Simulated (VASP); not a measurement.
# Si62C (a cell with a defect) in VASP: single point with PBE+D3(BJ)

Aim: the single point of Si62C (a cell with a defect) with PBE+D3(BJ).

Everything below comes from runs of VASP 6.6.1. Logs are shortened: lines on timing, memory, paths and dates and some standing lists are left out, and cuts for length are marked.

### 1 The cell of the first run

The cell holds a defect, 63 atoms: a = 10.860 Å, b = 10.860 Å, c = 10.860 Å, α = 90.00°, β = 90.00°, γ = 90.00°.

### 2 Single point, PBE+D3(BJ), collinear spin

Input file INCAR:

```
SYSTEM = Si62C
ALGO     = Normal         ! electronic algorithm
EDIFF    = 1E-7           ! SCF threshold, eV
ENCUT    = 520            ! plane-wave cutoff, eV
GGA      = PE             ! functional
ISIF     = 2              ! what is computed and relaxed
ISMEAR   = -1             ! smearing method
ISPIN    = 2              ! spin polarisation
IVDW     = 12             ! dispersion correction
LASPH    = .TRUE.         ! aspherical terms in the spheres
LCHARG   = .FALSE.        ! write CHGCAR
LORBIT   = 11             ! projections on sites
LREAL    = Auto         
LWAVE    = .FALSE.        ! write WAVECAR
MAGMOM   = 0 0 0 0 0 0 0 0 0 0 0 0 0 0 0 0 0 0 0 0 0 0 0 0 0 0 0 0 0 0 0 0 0 0 0 0 0 0 0 0 0 0 0 0 0 0 0.13 0 0 0 0 0 0 0 0 0 0 0 0 0 0 0 0 ! initial moments
NBANDS   = 167            ! bands
NELECT   = 253.0        
NELM     = 150            ! most SCF steps
PREC     = Accurate       ! precision mode
SIGMA    = 0.05           ! smearing width, eV
```

Input file KPOINTS:

```
k-points
0
G
  1 1 1
  0 0 0
```

Input file POSCAR:

```
Si62C
1.0
   10.8600000000      0.0000000000      0.0000000000
    0.0000000000     10.8600000000      0.0000000000
    0.0000000000      0.0000000000     10.8600000000
Si C
62 1
Direct
    0.5030313076     -0.0045863720     -0.0047193370
    0.6242845304      0.1243668508      0.1256331492
    0.7494534991      0.2497566298      0.0002433702
    0.8745606814      0.3789202578      0.1251731123
    0.7536006446      0.0003373849      0.2496626151
    0.8770280847      0.1290121547      0.3729719153
    0.0015127072      0.0015127072     -0.0043666667
    0.1255209945      0.1255209945      0.1244790055
    0.2499760589      0.2499760589      0.0000239411
    0.3752989871      0.3752989871      0.1268681400
    0.4989732044      0.4989732044      0.0006050645
    0.6250261510      0.6250261510      0.1262968692
    0.7499364641      0.7499364641     -0.0003717311
    0.8770280847      0.8770280847      0.1209878453
    0.2543666667      0.0015127072      0.2484872928
    0.3789202578      0.1248268877      0.3754393186
    0.5030313076      0.2547193370      0.2545863720
    0.6257870166      0.3842306630      0.3841483425
    0.7511104972      0.5062463168      0.2561736648
    0.8696539595      0.6426081031      0.3803460405
    0.5062463168     -0.0061736648      0.4988895028
    0.6250261510      0.1237031308      0.6249738490
    0.7499364641      0.2503717311      0.5000635359
    0.8658516575      0.3842306630      0.6242129834
    0.7511104972     -0.0061736648      0.7437536832
    0.8745606814      0.1248268877      0.8710797422
   -0.0045863720      0.5030313076     -0.0047193370
    0.1243668508      0.6242845304      0.1256331492
    0.2497566298      0.7494534991      0.0002433702
    0.3789202578      0.8745606814      0.1251731123
    0.0015127072      0.2543666667      0.2484872928
    0.1248268877      0.3789202578      0.3754393186
    0.2547193370      0.5030313076      0.2545863720
    0.3842306630      0.6257870166      0.3841483425
    0.5062463168      0.7511104972      0.2561736648
    0.6426081031      0.8696539595      0.3803460405
    0.0003373849      0.0003373849      0.4963993554
    0.1243668508      0.1243668508      0.6257154696
    0.2497566298      0.2497566298      0.5005465009
    0.3756984346      0.3756984346      0.6254470534
    0.5122895948      0.5122895948      0.5266841621
    0.8696539595      0.8696539595      0.6073918969
    0.2547193370     -0.0045863720      0.7469686924
    0.3752989871      0.1231318600      0.8747010129
    0.4989732044      0.2493949355      0.7510267956
    0.6245529466      0.3756984346      0.8743015654
    0.7233158379      0.5122895948      0.7377104052
    0.8658516575      0.6257870166      0.8657693370
    0.0003373849      0.7536006446      0.2496626151
    0.1290121547      0.8770280847      0.3729719153
   -0.0061736648      0.5062463168      0.4988895028
    0.1237031308      0.6250261510      0.6249738490
    0.2503717311      0.7499364641      0.5000635359
    0.3842306630      0.8658516575      0.6242129834
   -0.0045863720      0.2547193370      0.7469686924
    0.1231318600      0.3752989871      0.8747010129
    0.2493949355      0.4989732044      0.7510267956
    0.3756984346      0.6245529466      0.8743015654
    0.5122895948      0.7233158379      0.7377104052
    0.6257870166      0.8658516575      0.8657693370
   -0.0061736648      0.7511104972      0.7437536832
    0.1248268877      0.8745606814      0.8710797422
    0.5899008287      0.5899008287      0.6600991713
```

Potentials or basis: VASP PAW PBE potentials, release 64 (Si, C).

Launch:

```console
> cat potpaw_PBE.64/Si/POTCAR potpaw_PBE.64/C/POTCAR > POTCAR
> mpirun -np 1 vasp_gam > vasp.out
```

OUTCAR:

```text
SYSTEM = Si62C
   EDIFF = 1E-7
   ENCUT = 520
   GGA = PE
   ISIF = 2
   ISMEAR = -1
   ISPIN = 2
   IVDW = 12
   LASPH = .TRUE.
   LORBIT = 11
   LREAL = Auto
   NELECT = 253.0
   NELM = 150
   PREC = Accurate
 IVDW          = 12

 ion  position               nearest neighbor table
   1  0.503  0.995  0.995-  30 2.35  44 2.36   2 2.39  60 2.39
   2  0.624  0.124  0.126-   3 2.36   5 2.37  17 2.39   1 2.39
   3  0.749  0.250  0.000-   2 2.36  46 2.36  26 2.38   4 2.38
   4  0.875  0.379  0.125-  31 2.35  27 2.35   3 2.38  19 2.39
   5  0.754  0.000  0.250-  36 2.34  14 2.35   6 2.35   2 2.37
   6  0.877  0.129  0.373-  31 2.35   5 2.35  37 2.35  23 2.36
[... 54 lines left out ...]
  61  0.994  0.751  0.744-  52 2.35  48 2.35  42 2.38  62 2.39
  62  0.125  0.875  0.871-   7 2.35  43 2.35  29 2.38  61 2.39
  63  0.590  0.590  0.660-  41 1.88  47 1.88  59 1.88

  LATTYP: Found a simple cubic cell.
 ALAT       =    10.8600000000

  Lattice vectors:

 A1 = (  10.8600000000,   0.0000000000,   0.0000000000)
 A2 = (   0.0000000000,  10.8600000000,   0.0000000000)
 A3 = (   0.0000000000,   0.0000000000,  10.8600000000)

Analysis of symmetry for initial positions (statically):
=====================================================================
 Subroutine PRICEL returns:
 Original cell was already a primitive cell.

 Routine SETGRP: Setting up the symmetry group for a
 simple cubic supercell.

 Subroutine GETGRP returns: Found  6 space group operations
 (whereof  2 operations were pure point group operations)
 out of a pool of 48 trial point group operations.

The static configuration has the point symmetry C_1h.
 The point group associated with its full space group is C_3v.

Analysis of symmetry for dynamics (positions and initial velocities):
=====================================================================
 Subroutine PRICEL returns:
 Original cell was already a primitive cell.

 Routine SETGRP: Setting up the symmetry group for a
 simple cubic supercell.

 Subroutine GETGRP returns: Found  6 space group operations
 (whereof  2 operations were pure point group operations)
 out of a pool of 48 trial point group operations.

The dynamic configuration has the point symmetry C_1h.
 The point group associated with its full space group is C_3v.

Analysis of structural, dynamic, and magnetic symmetry:
=====================================================================
 Subroutine PRICEL returns:
 Original cell was already a primitive cell.

 Routine SETGRP: Setting up the symmetry group for a
 simple cubic supercell.

 Subroutine GETGRP returns: Found  2 space group operations
 (whereof  1 operations were pure point group operations)
 out of a pool of 48 trial point group operations.

The overall configuration has the point symmetry C_1 .
 The point group associated with its full space group is C_1h.

 Subroutine INISYM returns: Found  2 space group operations
 (whereof  1 operations are pure point group operations),
 and found     1 'primitive' translations

----------------------------------------------------------------------------------------

                                     Primitive cell

  volume of cell :    1280.8241

  direct lattice vectors                    reciprocal lattice vectors
    10.860000000  0.000000000  0.000000000     0.092081031  0.000000000  0.000000000
     0.000000000 10.860000000  0.000000000     0.000000000  0.092081031  0.000000000
     0.000000000  0.000000000 10.860000000     0.000000000  0.000000000  0.092081031

[... 181 lines left out ...]
   EDIFF  = 0.1E-06   stopping-criterion for ELM
   LREAL  =      T    real-space projection
   EDIFFG = 0.1E-05   stopping-criterion for IOM
   NSW    =      0    number of steps for IOM
   IBRION =     -1    ionic relax: 0-MD 1-quasi-New 2-CG
   NFREE  =      0    steps in history (QN), initial steepest desc. (CG)
   ISIF   =      2    stress and relaxation
   ISYM   =      2    0-nonsym 1-usesym 2-fastsym
   POTIM  = 0.5000    time-step for ionic-motion
   TEBEG  =    0.0;   TEEND  =   0.0 temperature during run
   PSTRESS=    0.0 pullay stress
   NELECT =     253.0000    total number of electrons
   NUPDOWN=      -1.0000    fix difference up-down
   EMIN   =  10.00;   EMAX   =-10.00  energy-range for DOS
   EFERMI =   0.00;   METHOD = LEGACY
   ISMEAR =    -1;   SIGMA  =   0.05  broadening in eV -4-tet -1-fermi 0-gaus
   EFERMI_NEDOS =   21; number of points for ismear=-14 and -15
   IALGO  =     38    algorithm
   IMIX   =      4    mixing-type and parameters
     AMIX     =   0.40;   BMIX     =  1.00
     AMIX_MAG =   1.60;   BMIX_MAG =  1.00
  volume/ion in A,a.u.               =      20.33       137.20
  Fermi-wavevector in a.u.,A,eV,Ry     =   0.953422  1.801706 12.367880  0.909014
  Thomas-Fermi vector in A             =   2.082076
   LORBIT       =     11    0 simple, 1 ext, 2 COOP (PROOUT), +10 PAW based schemes
   GGA     = PE    functional components
   LHFCALC =     F    Hartree Fock is set to
   AEXX    =    0.0000 exact exchange contribution
   IVDW    =    12    specifies the selected vdW correction
   LEPSILON=     F    determine dielectric tensor
   LRPA    =     F    only Hartree local field effects (RPA)
 spin polarized calculation
  energy-cutoff  :      520.00
  volume of cell :     1280.82
 maximum number of plane-waves:     17229
 NGX is ok and might be reduce to    84
   NGX = 41   NGY = 41   NGZ = 41

 number of electron     252.9999986 magnetization       0.0010150

 number of electron     252.9999986 magnetization      -0.0001025

 Free energy of the ion-electron system (eV)
  ---------------------------------------------------
  ext. energy  EPLUGINS =         0.00000000
  ---------------------------------------------------
  free energy    TOTEN  =      -329.18316769 eV

  energy without entropy =     -329.04362320  energy(sigma->0) =     -329.11339545

 E-fermi :   6.1361     XC(G=0):  -9.3204

 val. band max:        5.9069055289   @ k =   0.0000   0.0000   0.0000
 cond. band min:       6.1958950330   @ k =   0.0000   0.0000   0.0000
 fundamental gap:      0.2889895041
 Fermi energy:         6.1360964559

 spin component 1

 k-point     1 :       0.0000    0.0000    0.0000
  band No.  band energies     occupation
      1      -6.6203      1.00000
      2      -6.0542      1.00000
      3      -5.2055      1.00000
      4      -5.2055      1.00000
      5      -5.1785      1.00000
      6      -5.1785      1.00000
[... 130 lines left out ...]
    137       6.7772      0.00000
    138       6.9201      0.00000
 Fermi energy:         6.1360964559

 spin component 2

 k-point     1 :       0.0000    0.0000    0.0000
  band No.  band energies     occupation
      1      -6.6203      1.00000
      2      -6.0542      1.00000
      3      -5.2055      1.00000
      4      -5.2055      1.00000
      5      -5.1785      1.00000
      6      -5.1785      1.00000
[... 130 lines left out ...]
    137       6.7772      0.00000
    138       6.9201      0.00000
 [bands above 138 left out]

------------------------ aborting loop because EDIFF is reached ----------------------------------------

 Edisp (eV)  -19.51903

 E6    (eV) :   -11.4501

 E8    (eV) :    -8.0690

  FORCE on cell =-STRESS in cart. coord.  units (eV):
  Direction    XX          YY          ZZ          XY          YZ          ZX
  --------------------------------------------------------------------------------------
  -------------------------------------------------------------------------------------
  Total      -3.78406    -3.78404    -3.78404     7.23693    -7.23694    -7.23693
  in kB      -4.73346    -4.73345    -4.73345     9.05264    -9.05266    -9.05264
  external pressure =       -4.73 kB  Pullay stress =        0.00 kB

 VOLUME and BASIS-vectors are now :
 -----------------------------------------------------------------------------
  energy-cutoff  :      520.00
  volume of cell :     1280.82
      direct lattice vectors                 reciprocal lattice vectors
    10.860000000  0.000000000  0.000000000     0.092081031  0.000000000  0.000000000
     0.000000000 10.860000000  0.000000000     0.000000000  0.092081031  0.000000000
     0.000000000  0.000000000 10.860000000     0.000000000  0.000000000  0.092081031

 POSITION                                       TOTAL-FORCE (eV/Angst)
 -----------------------------------------------------------------------------------
      5.46292     10.81019     10.80875         0.002098     -0.000962     -0.002069
      6.77973      1.35062      1.36438        -0.005124      0.000112     -0.000112
      8.13907      2.71236      0.00264        -0.013141     -0.006169      0.006169
      9.49773      4.11507      1.35938         0.007473      0.003151     -0.006373
      8.18410      0.00366      2.71134         0.008562     -0.002807      0.002807
      9.52452      1.40107      4.05048         0.000115      0.008601     -0.000115
[... 55 lines left out ...]
      1.35562      9.49773      9.45993         0.006373      0.007474     -0.003151
      6.40632      6.40632      7.16868        -0.003964     -0.003969      0.003969
 -----------------------------------------------------------------------------------
    total drift:                               -0.001849     -0.001854      0.001854

  FREE ENERGIE OF THE ION-ELECTRON SYSTEM (eV)
  ---------------------------------------------------
  free  energy   TOTEN  =      -348.7022026846 eV

  energy  without entropy=     -348.5626581926  energy(sigma->0) =     -348.63243044

 total charge

# of ion       s       p       d       tot
------------------------------------------
    1        0.741   0.942   0.000   1.683
    2        0.742   0.936   0.000   1.678
    3        0.747   0.942   0.000   1.689
    4        0.745   0.940   0.000   1.685
    5        0.741   0.955   0.000   1.697
    6        0.741   0.962   0.000   1.703
[... 55 lines left out ...]
   62        0.745   0.940   0.000   1.685
   63        0.837   1.569   0.000   2.406
--------------------------------------------------
tot         46.939  59.971   0.000 106.910

 magnetization (x)

# of ion       s       p       d       tot
------------------------------------------
    1        0.000  -0.000   0.000  -0.000
    2       -0.000  -0.000   0.000  -0.000
    3        0.000   0.000   0.000   0.000
    4       -0.000   0.000   0.000   0.000
    5       -0.000  -0.000   0.000  -0.000
    6        0.000   0.000   0.000   0.000
[... 55 lines left out ...]
   62        0.000  -0.000   0.000   0.000
   63       -0.000  -0.000   0.000  -0.000
--------------------------------------------------
tot         -0.000  -0.000   0.000  -0.000
```

Run time: 20 min. Hardware: 1 thread of AMD EPYC 7R43 (Zen 3), shared host; peak memory 1.5 GiB.

What came out:

- Free energy: -348.7022 eV
- Largest force: 0.018 eV/Å
- Net moment: 0.00 μB per cell
- Valence electrons inside the program's atomic spheres: Si 1.68, 1.69, 1.70, 1.63, 1.64; C 2.41
- Dispersion energy per atom: -0.310 eV

Forces on the atoms (eV/Å):
```
Si   0.002 -0.001 -0.002
Si  -0.005  0.000  0.000
Si  -0.013 -0.006  0.006
Si   0.007  0.003 -0.006
Si   0.009 -0.003  0.003
Si   0.000  0.009  0.000
Si  -0.003 -0.003  0.003
Si   0.006  0.006 -0.006
Si  -0.006 -0.006  0.006
Si  -0.003 -0.003 -0.006
Si  -0.006 -0.006  0.009
Si   0.008  0.008 -0.005
Si  -0.002 -0.002 -0.003
Si   0.000  0.000 -0.009
Si  -0.003 -0.003  0.003
Si   0.003  0.006 -0.007
Si   0.002  0.002  0.001
Si   0.002 -0.005  0.008
Si  -0.015 -0.001  0.005
Si   0.010  0.011 -0.010
Si  -0.001 -0.005  0.015
Si   0.008  0.005 -0.008
Si  -0.002  0.003  0.002
Si  -0.008 -0.005 -0.002
Si  -0.015 -0.005  0.001
Si   0.007  0.006 -0.003
Si  -0.001  0.002 -0.002
Si   0.000 -0.005  0.000
Si  -0.006 -0.013  0.006
Si   0.003  0.007 -0.006
Si  -0.003 -0.003  0.003
Si   0.006  0.003 -0.007
Si   0.002  0.002  0.001
Si  -0.005  0.002  0.008
Si  -0.001 -0.015  0.005
Si   0.011  0.010 -0.010
Si  -0.003 -0.003 -0.009
Si   0.000  0.000  0.005
Si  -0.006 -0.006  0.013
Si   0.007  0.007 -0.009
Si  -0.006 -0.006 -0.013
Si   0.010  0.010 -0.011
Si   0.002 -0.001 -0.002
Si  -0.003  0.006  0.003
Si  -0.006 -0.009  0.006
Si   0.009  0.007 -0.007
Si   0.013 -0.006  0.006
Si  -0.008  0.002  0.005
Si  -0.003  0.009  0.003
Si   0.009  0.000  0.000
Si  -0.005 -0.001  0.015
Si   0.005  0.008 -0.008
Si   0.003 -0.002  0.002
Si  -0.005 -0.008 -0.002
Si  -0.001  0.002 -0.002
Si   0.006 -0.003  0.003
Si  -0.009 -0.006  0.006
Si   0.007  0.009 -0.007
Si  -0.006  0.013  0.006
Si   0.002 -0.008  0.005
Si  -0.005 -0.015  0.001
Si   0.006  0.007 -0.003
C   -0.004 -0.004  0.004
```

Levels at points of the mesh, in eV from the Fermi level:
Spin up:
```tsv
k point	band 123	band 124	band 125	band 126	band 127	band 128	band 129	band 130
(0.00, 0.00, 0.00)	-1.04	-0.76	-0.76	-0.23	0.06	0.06	0.21	0.21
```
Spin down:
| k point | band 124 | band 125 | band 126 | band 127 | band 128 | band 129 |
| --- | --- | --- | --- | --- | --- | --- |
| (0.00, 0.00, 0.00) | -0.76 | -0.76 | -0.23 | 0.06 | 0.06 | 0.21 |

Caveat: the k points lie up to 0.58 Å⁻¹ apart; the cell carries a net charge on a neutralising background, which shifts energy and pressure; the cell is charged against a uniform background, so pressure and absolute levels hang on convention.
